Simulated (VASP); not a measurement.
# S (Im-3m) in VASP: single point with LDA

Aim: the single point of S with LDA.

Program: VASP 6.6.1. These are calculated values, not measurements. Logs are shortened: lines on timing, memory, paths and dates and some standing lists are left out, and cuts for length are marked.

### 1 The cell of the first run

The structure is cubic, space group Im-3m (No. 229). Conventional cell: a = 3.078 Å, b = 3.078 Å, c = 3.078 Å, α = 90.00°, β = 90.00°, γ = 90.00°. Within 3.5 Å of S (site symmetry m-3m) lie 14 S at 2.67 to 3.08 Å.

### 2 Single point, LDA

Input file INCAR:

```
ALGO = Normal ; EDIFF = 1E-6
ENCUT = 520 ; GGA = CA
ISIF = 2 ; ISMEAR = -1
LASPH = T ; LCHARG = F
LREAL = F ; LWAVE = F
NBANDS = 9 ; NELM = 100
PREC = Accurate ; SIGMA = 0.13605693000000002
```

Input file KPOINTS:

```
k-points
0
Gamma
  15 15 15
```

Input file POSCAR:

```
S
1.0
   -1.5387672149      1.5387672149      1.5387672149
    1.5387672149     -1.5387672149      1.5387672149
    1.5387672149      1.5387672149     -1.5387672149
S
1
Direct
    0.0000000000      0.0000000000      0.0000000000
```

Potentials or basis: VASP PAW LDA potentials, release 64 (S).

On the command line:

```console
> cat potpaw_LDA.64/S/POTCAR > POTCAR
> mpirun -np 1 vasp_std > vasp.out
```

OUTCAR:

```text
EDIFF = 1E-6
   ENCUT = 520
   GGA = CA
   ISIF = 2
   ISMEAR = -1
   LASPH = T
   LREAL = F
   NELM = 100
   PREC = Accurate

 ion  position               nearest neighbor table
   1  0.000  0.000  0.000-

  LATTYP: Found a body centered cubic cell.
 ALAT       =     3.0775344298

  Lattice vectors:

 A1 = (  -1.5387672149,   1.5387672149,   1.5387672149)
 A2 = (   1.5387672149,  -1.5387672149,   1.5387672149)
 A3 = (   1.5387672149,   1.5387672149,  -1.5387672149)

Analysis of symmetry for initial positions (statically):
=====================================================================
 Subroutine PRICEL returns:
 Original cell was already a primitive cell.

 Routine SETGRP: Setting up the symmetry group for a
 body centered cubic supercell.

 Subroutine GETGRP returns: Found 48 space group operations
 (whereof 48 operations were pure point group operations)
 out of a pool of 48 trial point group operations.

The static configuration has the point symmetry O_h .

Analysis of symmetry for dynamics (positions and initial velocities):
=====================================================================
 Subroutine PRICEL returns:
 Original cell was already a primitive cell.

 Routine SETGRP: Setting up the symmetry group for a
 body centered cubic supercell.

 Subroutine GETGRP returns: Found 48 space group operations
 (whereof 48 operations were pure point group operations)
 out of a pool of 48 trial point group operations.

The dynamic configuration has the point symmetry O_h .

 Subroutine INISYM returns: Found 48 space group operations
 (whereof 48 operations are pure point group operations),
 and found     1 'primitive' translations

----------------------------------------------------------------------------------------

                                     Primitive cell

  volume of cell :      14.5740

  direct lattice vectors                    reciprocal lattice vectors
    -1.538767215  1.538767215  1.538767215     0.000000000  0.324935439  0.324935439
     1.538767215 -1.538767215  1.538767215     0.324935439  0.000000000  0.324935439
     1.538767215  1.538767215 -1.538767215     0.324935439  0.324935439  0.000000000

  length of vectors
     2.665222997  2.665222997  2.665222997     0.459528104  0.459528104  0.459528104

  position of ions in fractional coordinates (direct lattice)
     0.000000000  0.000000000  0.000000000

  ion indices of the primitive-cell ions
   primitive index   ion index
                 1           1

----------------------------------------------------------------------------------------

 KPOINTS: k-points

Automatic generation of k-mesh.
 Grid dimensions read from file:
 generate k-points for:   15   15   15

 Generating k-lattice:

  Cartesian coordinates                     Fractional coordinates (reciprocal lattice)
     0.000000000  0.021662363  0.021662363     0.066666667  0.000000000  0.000000000
     0.021662363  0.000000000  0.021662363     0.000000000  0.066666667  0.000000000
     0.021662363  0.021662363  0.000000000     0.000000000  0.000000000  0.066666667

  Length of vectors
     0.030635207  0.030635207  0.030635207

  Shift w.r.t. Gamma in fractional coordinates (k-lattice)
     0.000000000  0.000000000  0.000000000

 Subroutine IBZKPT returns following result:
 ===========================================

 Found    120 irreducible k-points:

 Following reciprocal coordinates:
            Coordinates               Weight
  0.000000  0.000000  0.000000      1.000000
  0.066667  0.000000  0.000000     12.000000
  0.133333  0.000000  0.000000     12.000000
  0.200000  0.000000  0.000000     12.000000
  0.266667  0.000000  0.000000     12.000000
  0.333333  0.000000  0.000000     12.000000
[... 16 lines left out ...]
  0.333333  0.200000 -0.000000     48.000000
  0.400000  0.200000 -0.000000     24.000000
 [... further k-points ...]
   k-points           NKPTS =    120   k-points in BZ     NKDIM =    120   number of bands    NBANDS=      9
   number of dos      NEDOS =    301   number of ions     NIONS =      1
   total plane-waves  NPLWV =   8000
   dimension x,y,z NGX =    20 NGY =   20 NGZ =   20
   dimension x,y,z NGXF=    40 NGYF=   40 NGZF=   40
   ions per type =               1
   NGX,Y,Z   is equivalent  to a cutoff of  12.48, 12.48, 12.48 a.u.
   NGXF,Y,Z  is equivalent  to a cutoff of  24.95, 24.95, 24.95 a.u.
 SYSTEM =  unknown system
   PREC   = accura    normal or accurate (medium, high low for compatibility)
   ISTART =      0    job   : 0-new  1-cont  2-samecut
   ICHARG =      2    charge: 1-file 2-atom 10-const
   ISPIN  =      1    spin polarized calculation?
   LNONCOLLINEAR =      F non collinear calculations
   LSORBIT =      F    spin-orbit coupling
   LASPH  =      T    aspherical Exc in radial PAW
   ENCUT  =  520.0 eV  38.22 Ry    6.18 a.u.   4.96  4.96  4.96*2*pi/ulx,y,z
   NELM   =    100;   NELMIN=  2; NELMDL= -5     # of ELM steps
   EDIFF  = 0.1E-05   stopping-criterion for ELM
   LREAL  =      F    real-space projection
   EDIFFG = 0.1E-04   stopping-criterion for IOM
   NSW    =      0    number of steps for IOM
   IBRION =     -1    ionic relax: 0-MD 1-quasi-New 2-CG
   NFREE  =      0    steps in history (QN), initial steepest desc. (CG)
   ISIF   =      2    stress and relaxation
   ISYM   =      2    0-nonsym 1-usesym 2-fastsym
   POTIM  = 0.5000    time-step for ionic-motion
   TEBEG  =    0.0;   TEEND  =   0.0 temperature during run
   PSTRESS=    0.0 pullay stress
   NELECT =       6.0000    total number of electrons
   NUPDOWN=      -1.0000    fix difference up-down
   EMIN   =  10.00;   EMAX   =-10.00  energy-range for DOS
   EFERMI =   0.00;   METHOD = LEGACY
   ISMEAR =    -1;   SIGMA  =   0.14  broadening in eV -4-tet -1-fermi 0-gaus
   EFERMI_NEDOS =   21; number of points for ismear=-14 and -15
   IALGO  =     38    algorithm
   IMIX   =      4    mixing-type and parameters
     AMIX     =   0.40;   BMIX     =  1.00
     AMIX_MAG =   1.60;   BMIX_MAG =  1.00
  volume/ion in A,a.u.               =      14.57        98.35
  Fermi-wavevector in a.u.,A,eV,Ry     =   1.217865  2.301430 20.180081  1.483194
  Thomas-Fermi vector in A             =   2.353170
   LORBIT       =      0    0 simple, 1 ext, 2 COOP (PROOUT), +10 PAW based schemes
   GGA     = CA    functional components
   LHFCALC =     F    Hartree Fock is set to
   AEXX    =    0.0000 exact exchange contribution
   IVDW    =     0    specifies the selected vdW correction
   LEPSILON=     F    determine dielectric tensor
   LRPA    =     F    only Hartree local field effects (RPA)
 non-spin polarized calculation
  energy-cutoff  :      520.00
  volume of cell :       14.57
 maximum number of plane-waves:       406
   NGX =  9   NGY =  9   NGZ =  9

 number of electron       6.0000002 magnetization

 Free energy of the ion-electron system (eV)
  ---------------------------------------------------
  ext. energy  EPLUGINS =         0.00000000
  ---------------------------------------------------
  free energy    TOTEN  =        -3.87198175 eV

  energy without entropy =       -3.82581453  energy(sigma->0) =       -3.84889814

 E-fermi :   8.7411     XC(G=0): -11.7249

 val. band max:        8.7410792268   @ k =  -0.4000   0.4000   0.0667
 cond. band min:       8.7661623910   @ k =   0.2667   0.2000   0.0667
 fundamental gap:      0.0250831641
 Fermi energy:         8.7410965527

 k-point     1 :       0.0000    0.0000    0.0000
  band No.  band energies     occupation
      1      -8.9190      2.00000
      2      12.2749      0.00000
      3      12.2749      0.00000
      4      12.2749      0.00000
      5      21.0967      0.00000
      6      21.0967      0.00000
      7      21.0967      0.00000
      8      24.4678      0.00000
      9      24.9569      0.00000

 k-point     2 :       0.0667    0.0000    0.0000
  band No.  band energies     occupation
      1      -8.7977      2.00000
      2      11.6754      0.00000
      3      12.0247      0.00000
      4      12.2331      0.00000
      5      20.7666      0.00000
      6      21.0416      0.00000
      7      21.5772      0.00000
      8      24.2784      0.00000
      9      24.8661      0.00000

 k-point     3 :       0.1333    0.0000    0.0000
  band No.  band energies     occupation
      1      -8.4357      2.00000
      2      10.1544      0.00006
      3      11.4140      0.00000
      4      12.1135      0.00000
      5      19.9847      0.00000
      6      20.3948      0.00000
      7      22.8747      0.00000
      8      23.8095      0.00000
      9      24.6861      0.00000

 k-point     4 :       0.2000    0.0000    0.0000
  band No.  band energies     occupation
      1      -7.8401      2.00000
      2       8.1680      1.97081
      3      10.6836      0.00000
      4      11.9340      0.00000
      5      19.0778      0.00000
      6      19.2255      0.00000
      7      24.1403      0.00000
      8      24.7159      0.00000
      9      24.7359      0.00000
[... 205 lines left out ...]
 k-point    22 :       0.2667    0.2000    0.0000
  band No.  band energies     occupation
      1      -4.7894      2.00000
      2       3.3153      2.00000
      3       6.2873      2.00000
      4      10.2857      0.00002
      5      18.0897      0.00000
      6      20.2491      0.00000
      7      24.5832      0.00000
      8      25.9951      0.00000
      9      29.4156      0.00000

 k-point    23 :       0.3333    0.2000   -0.0000
  band No.  band energies     occupation
      1      -3.8164      2.00000
      2       2.0094      2.00000
      3       5.7143      2.00000
      4      10.0907      0.00010
      5      17.9201      0.00000
      6      20.5499      0.00000
      7      24.6974      0.00000
      8      26.2904      0.00000
      9      30.3128      0.00000

 k-point    24 :       0.4000    0.2000   -0.0000
  band No.  band energies     occupation
      1      -3.3451      2.00000
      2       1.4076      2.00000
      3       5.5366      2.00000
      4      10.0232      0.00016
      5      17.8532      0.00000
      6      20.6842      0.00000
      7      24.8425      0.00000
      8      26.0967      0.00000
      9      30.9385      0.00000

 [... further k-points ...]

------------------------ aborting loop because EDIFF is reached ----------------------------------------

  FORCE on cell =-STRESS in cart. coord.  units (eV):
  Direction    XX          YY          ZZ          XY          YZ          ZX
  --------------------------------------------------------------------------------------
  -------------------------------------------------------------------------------------
  Total        0.0833265      0.0833265      0.0833265      0.0000000      0.0000000     -0.0000000
  in kB        9.1604107      9.1604107      9.1604107      0.0000000      0.0000000     -0.0000000
  external PRESSURE =       9.1604107 kB  Pullay stress =       0.0000000 kB

 VOLUME and BASIS-vectors are now :
 -----------------------------------------------------------------------------
  energy-cutoff  :      520.00
  volume of cell :       14.57
      direct lattice vectors                 reciprocal lattice vectors
    -1.538767215  1.538767215  1.538767215     0.000000000  0.324935439  0.324935439
     1.538767215 -1.538767215  1.538767215     0.324935439  0.000000000  0.324935439
     1.538767215  1.538767215 -1.538767215     0.324935439  0.324935439  0.000000000

 POSITION                                       TOTAL-FORCE (eV/Angst)
 -----------------------------------------------------------------------------------
      0.00000      0.00000      0.00000        -0.000000      0.000000     -0.000000
 -----------------------------------------------------------------------------------
    total drift:                                0.000000      0.000000     -0.000000

  FREE ENERGIE OF THE ION-ELECTRON SYSTEM (eV)
  ---------------------------------------------------
  free  energy   TOTEN  =        -3.8719817484 eV

  energy  without entropy=       -3.8258145272  energy(sigma->0) =       -3.84889814
```

Wall time 4.6 s (1 thread of Intel Xeon 6975P-C (Granite Rapids), shared host); peak memory 0.12 GiB.

Results:

```yaml
Free_energy: -3.8720 eV
Pressure: 0.9 GPa
Band_gap_on_the_k_mesh: zero (band 3 reaches 12.27 eV, above the bottom of band 4 at 4.94 eV)
```
